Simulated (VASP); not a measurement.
# GaGe3 (Pm-3m) in VASP: notebook

GaGe3 is run at these levels: r2SCAN, PBEsol; tasks: single point, relaxation of cell and atoms.

All numbers are computed with VASP 6.6.1; they aren't measurements. Logs are shortened: lines on timing, memory, paths and dates and some standing lists are left out, and cuts for length are marked.

## Step 1: The cell of the first run

The structure is cubic, space group Pm-3m (No. 221). Conventional cell: a = 4.250 Å, b = 4.250 Å, c = 4.250 Å, α = 90.00°, β = 90.00°, γ = 90.00°. Within 4.0 Å of Ge (site symmetry 4/mmm) lie 8 Ge at 3.01 Å and 4 Ga at 3.01 Å. Ga (site symmetry m-3m) has 12 Ge at 3.01 Å within 4.0 Å.

## Step 2: Single point, r2SCAN

Input file POSCAR:

```
GaGe3
1.0
    4.2497505979      0.0000000000      0.0000000000
    0.0000000000      4.2497505979      0.0000000000
    0.0000000000      0.0000000000      4.2497505979
Ge Ga
3 1
Direct
    0.5000000000      0.5000000000      0.0000000000
    0.5000000000      0.0000000000      0.5000000000
    0.0000000000      0.5000000000      0.5000000000
    0.0000000000      0.0000000000      0.0000000000
```

Input file INCAR.step1:

```
SYSTEM = GaGe3
  PREC = Accurate
  ENCUT = 520
  ISMEAR = -1
  SIGMA = 0.05
  LREAL = .FALSE.
  LASPH = .TRUE.
  NELM = 80
  NBANDS = 36
  GGA = PE
  ALGO = Normal
  EDIFF = 1E-4
  LWAVE = .TRUE.
  LCHARG = .FALSE.
```

Input file INCAR.step2:

```
SYSTEM = GaGe3
  PREC = Accurate
  ENCUT = 520
  EDIFF = 1E-6
  ISMEAR = -1
  SIGMA = 0.05
  LREAL = .FALSE.
  LASPH = .TRUE.
  NELM = 80
  ALGO = Normal
  ISIF = 2
  LWAVE = .FALSE.
  LCHARG = .FALSE.
  METAGGA = R2SCAN
  LMIXTAU = .TRUE.
  NBANDS = 36
  ISTART = 1
```

Input file KPOINTS:

```
Automatic mesh
0
G
  6 6 6
  0 0 0
```

Potentials or basis: VASP PAW PBE potentials, release 64 (Ge_d, Ga_d).

Run with:

```console
cat potpaw_PBE.64/Ge_d/POTCAR potpaw_PBE.64/Ga_d/POTCAR > POTCAR
cp INCAR.step1 INCAR
mpirun -np 1 vasp_std > vasp.out
cp INCAR.step2 INCAR
mpirun -np 1 vasp_std > vasp.out
```

OUTCAR:

```text
SYSTEM = GaGe3
   PREC = Accurate
   ENCUT = 520
   EDIFF = 1E-6
   ISMEAR = -1
   LREAL = .FALSE.
   LASPH = .TRUE.
   NELM = 80
   ISIF = 2
   METAGGA = R2SCAN
   ISTART = 1

 ion  position               nearest neighbor table
   1  0.500  0.500  0.000-
   2  0.500  0.000  0.500-
   3  0.000  0.500  0.500-
   4  0.000  0.000  0.000-

  LATTYP: Found a simple cubic cell.
 ALAT       =     4.2497505979

  Lattice vectors:

 A1 = (   4.2497505979,   0.0000000000,   0.0000000000)
 A2 = (   0.0000000000,   4.2497505979,   0.0000000000)
 A3 = (   0.0000000000,   0.0000000000,   4.2497505979)

Analysis of symmetry for initial positions (statically):
=====================================================================
 Subroutine PRICEL returns:
 Original cell was already a primitive cell.

 Routine SETGRP: Setting up the symmetry group for a
 simple cubic supercell.

 Subroutine GETGRP returns: Found 48 space group operations
 (whereof 48 operations were pure point group operations)
 out of a pool of 48 trial point group operations.

The static configuration has the point symmetry O_h .

Analysis of symmetry for dynamics (positions and initial velocities):
=====================================================================
 Subroutine PRICEL returns:
 Original cell was already a primitive cell.

 Routine SETGRP: Setting up the symmetry group for a
 simple cubic supercell.

 Subroutine GETGRP returns: Found 48 space group operations
 (whereof 48 operations were pure point group operations)
 out of a pool of 48 trial point group operations.

The dynamic configuration has the point symmetry O_h .

 Subroutine INISYM returns: Found 48 space group operations
 (whereof 48 operations are pure point group operations),
 and found     1 'primitive' translations

----------------------------------------------------------------------------------------

                                     Primitive cell

  volume of cell :      76.7521

  direct lattice vectors                    reciprocal lattice vectors
     4.249750598  0.000000000  0.000000000     0.235307926  0.000000000  0.000000000
[... 79 lines left out ...]
   ISPIN  =      1    spin polarized calculation?
   LNONCOLLINEAR =      F non collinear calculations
   LSORBIT =      F    spin-orbit coupling
   LASPH  =      T    aspherical Exc in radial PAW
   ENCUT  =  520.0 eV  38.22 Ry    6.18 a.u.   7.90  7.90  7.90*2*pi/ulx,y,z
   NELM   =     80;   NELMIN=  2; NELMDL=  0     # of ELM steps
   EDIFF  = 0.1E-05   stopping-criterion for ELM
   LREAL  =      F    real-space projection
   EDIFFG = 0.1E-04   stopping-criterion for IOM
   NSW    =      0    number of steps for IOM
   IBRION =     -1    ionic relax: 0-MD 1-quasi-New 2-CG
   NFREE  =      0    steps in history (QN), initial steepest desc. (CG)
   ISIF   =      2    stress and relaxation
   ISYM   =      2    0-nonsym 1-usesym 2-fastsym
   POTIM  = 0.5000    time-step for ionic-motion
   TEBEG  =    0.0;   TEEND  =   0.0 temperature during run
   PSTRESS=    0.0 pullay stress
   NELECT =      55.0000    total number of electrons
   NUPDOWN=      -1.0000    fix difference up-down
   EMIN   =  10.00;   EMAX   =-10.00  energy-range for DOS
   EFERMI =   0.00;   METHOD = LEGACY
   ISMEAR =    -1;   SIGMA  =   0.05  broadening in eV -4-tet -1-fermi 0-gaus
   EFERMI_NEDOS =   21; number of points for ismear=-14 and -15
   IALGO  =     38    algorithm
   IMIX   =      4    mixing-type and parameters
     AMIX     =   0.40;   BMIX     =  1.00
     AMIX_MAG =   1.60;   BMIX_MAG =  1.00
  volume/ion in A,a.u.               =      19.19       129.49
  Fermi-wavevector in a.u.,A,eV,Ry     =   1.464982  2.768415 29.200446  2.146172
  Thomas-Fermi vector in A             =   2.580893
   LORBIT       =      0    0 simple, 1 ext, 2 COOP (PROOUT), +10 PAW based schemes
   METAGGA = R2SCAN    functional components
   LHFCALC =     F    Hartree Fock is set to
   AEXX    =    0.0000 exact exchange contribution
   IVDW    =     0    specifies the selected vdW correction
   LEPSILON=     F    determine dielectric tensor
   LRPA    =     F    only Hartree local field effects (RPA)
 non-spin polarized calculation
  energy-cutoff  :      520.00
  volume of cell :       76.75
 maximum number of plane-waves:      2103
 NGX is ok and might be reduce to    32
   NGX = 15   NGY = 15   NGZ = 15

 number of electron      54.9999969 magnetization

 Free energy of the ion-electron system (eV)
  ---------------------------------------------------
  ext. energy  EPLUGINS =         0.00000000
  ---------------------------------------------------
  free energy    TOTEN  =       -51.13655974 eV

  energy without entropy =      -51.11142343  energy(sigma->0) =      -51.12399158

 E-fermi :   6.2528     XC(G=0): -12.2888

 val. band max:        6.2324398090   @ k =   0.5000   0.0000   0.0000
 cond. band min:       6.2862247844   @ k =   0.3333   0.3333   0.0000
 fundamental gap:      0.0537849755
 Fermi energy:         6.2527730201

 k-point     1 :       0.0000    0.0000    0.0000
  band No.  band energies     occupation
      1     -19.3199      2.00000
      2     -19.3199      2.00000
      3     -19.3199      2.00000
      4     -19.3073      2.00000
      5     -19.2700      2.00000
      6     -19.2700      2.00000
[... 769 lines left out ...]
     35      15.3922      0.00000
     36      15.3922      0.00000

------------------------ aborting loop because EDIFF is reached ----------------------------------------

  FORCE on cell =-STRESS in cart. coord.  units (eV):
  Direction    XX          YY          ZZ          XY          YZ          ZX
  --------------------------------------------------------------------------------------
  -------------------------------------------------------------------------------------
  Total       -0.6093544     -0.6093544     -0.6093544      0.0000000      0.0000000      0.0000000
  in kB      -12.7200912    -12.7200912    -12.7200912      0.0000000      0.0000000      0.0000000
  external PRESSURE =     -12.7200912 kB  Pullay stress =       0.0000000 kB

 VOLUME and BASIS-vectors are now :
 -----------------------------------------------------------------------------
  energy-cutoff  :      520.00
  volume of cell :       76.75
      direct lattice vectors                 reciprocal lattice vectors
     4.249750598  0.000000000  0.000000000     0.235307926  0.000000000  0.000000000
     0.000000000  4.249750598  0.000000000     0.000000000  0.235307926  0.000000000
     0.000000000  0.000000000  4.249750598     0.000000000  0.000000000  0.235307926

 POSITION                                       TOTAL-FORCE (eV/Angst)
 -----------------------------------------------------------------------------------
      2.12488      2.12488      0.00000         0.000000      0.000000      0.000000
      2.12488      0.00000      2.12488         0.000000      0.000000      0.000000
      0.00000      2.12488      2.12488         0.000000      0.000000      0.000000
      0.00000      0.00000      0.00000         0.000000      0.000000      0.000000
 -----------------------------------------------------------------------------------
    total drift:                                0.000000     -0.000000     -0.000000

  FREE ENERGIE OF THE ION-ELECTRON SYSTEM (eV)
  ---------------------------------------------------
  free  energy   TOTEN  =       -51.1365597405 eV

  energy  without entropy=      -51.1114234289  energy(sigma->0) =      -51.12399158
```

It took 3.7 min on 1 thread of Intel Xeon 8259CL, shared host; peak memory 0.21 GiB.

What came out:

```yaml
Free_energy: -51.1366 eV
Pressure: -1.3 GPa
Band_gap_on_the_k_mesh: zero (an odd number of electrons rules out a gap without spin polarisation)
```

Caveat: the PAW data sets were made with another functional, which shifts forces and pressure a little.

## Step 3: Single point, r2SCAN

This run uses another cell than the first one, of 19.97 Å³/atom.

Input file POSCAR:

```
GaGe3
1.0
    4.3068010377      0.0000000000      0.0000000000
    0.0000000000      4.3068010377      0.0000000000
    0.0000000000      0.0000000000      4.3068010377
Ge Ga
3 1
Direct
    0.5000000000      0.5000000000      0.0000000000
    0.5000000000      0.0000000000      0.5000000000
    0.0000000000      0.5000000000      0.5000000000
    0.0000000000      0.0000000000      0.0000000000
```

Input file INCAR.step1:

```
SYSTEM = GaGe3
ALGO     = Normal         ! electronic algorithm
EDIFF    = 1E-4           ! SCF threshold, eV
ENCUT    = 520            ! plane-wave cutoff, eV
GGA      = PE             ! functional
ISMEAR   = -1             ! smearing method
LASPH    = .TRUE.         ! aspherical terms in the spheres
LCHARG   = .FALSE.        ! write CHGCAR
LREAL    = .FALSE.        ! projectors in reciprocal space
LWAVE    = .TRUE.         ! write WAVECAR
NBANDS   = 36             ! bands
NELM     = 60             ! most SCF steps
PREC     = Accurate       ! precision mode
SIGMA    = 0.05           ! smearing width, eV
```

Input file INCAR.step2:

```
SYSTEM = GaGe3
ALGO     = Normal         ! electronic algorithm
EDIFF    = 1E-6           ! SCF threshold, eV
ENCUT    = 520            ! plane-wave cutoff, eV
ISIF     = 2              ! what is computed and relaxed
ISMEAR   = -1             ! smearing method
ISTART   = 1            
LASPH    = .TRUE.         ! aspherical terms in the spheres
LCHARG   = .TRUE.         ! write CHGCAR
LELF     = .TRUE.         ! ELF
LMIXTAU  = .TRUE.       
LREAL    = .FALSE.        ! projectors in reciprocal space
LVHAR    = .TRUE.       
LWAVE    = .FALSE.        ! write WAVECAR
METAGGA  = R2SCAN         ! meta-GGA
NBANDS   = 36             ! bands
NELM     = 60             ! most SCF steps
PREC     = Accurate       ! precision mode
SIGMA    = 0.05           ! smearing width, eV
```

Input file KPOINTS:

```
k-points
0
G
  6 6 6
  0 0 0
```

Potentials or basis: VASP PAW PBE potentials, release 64 (Ge_d, Ga_d).

Run with:

```console
cat potpaw_PBE.64/Ge_d/POTCAR potpaw_PBE.64/Ga_d/POTCAR > POTCAR
cp INCAR.step1 INCAR
mpirun -np 1 vasp_std > vasp.out
cp INCAR.step2 INCAR
mpirun -np 1 vasp_std > vasp.out
```

Wall time 3.3 min (1 thread of Intel Xeon 8259CL, shared host); peak memory 0.21 GiB.

The run converged. Its results:

- Free energy: -51.0919 eV
- Pressure: -3.3 GPa
- Band gap on the k mesh: zero (an odd number of electrons rules out a gap without spin polarisation)

Levels at points of the mesh, in eV from the Fermi level:
```csv
k point,band 25,band 26,band 27,band 28,band 29,band 30,band 31,band 32
"(0.00, 0.00, 0.00)",-4.00,-4.00,-3.35,2.66,2.66,2.66,3.66,3.66
"(0.50, 0.00, 0.00)",-2.06,-2.06,-1.42,-1.42,0.06,0.38,4.54,4.78
"(0.50, 0.50, 0.00)",-0.70,-0.12,-0.12,0.01,0.18,0.18,0.74,1.64
"(0.50, 0.50, 0.50)",-5.39,-5.06,-5.06,-5.06,6.82,6.82,6.87,6.87
```

Caveat: the cell stands under tension; the PAW data sets were made with another functional, which shifts forces and pressure a little.

[end of part 1 of 3]
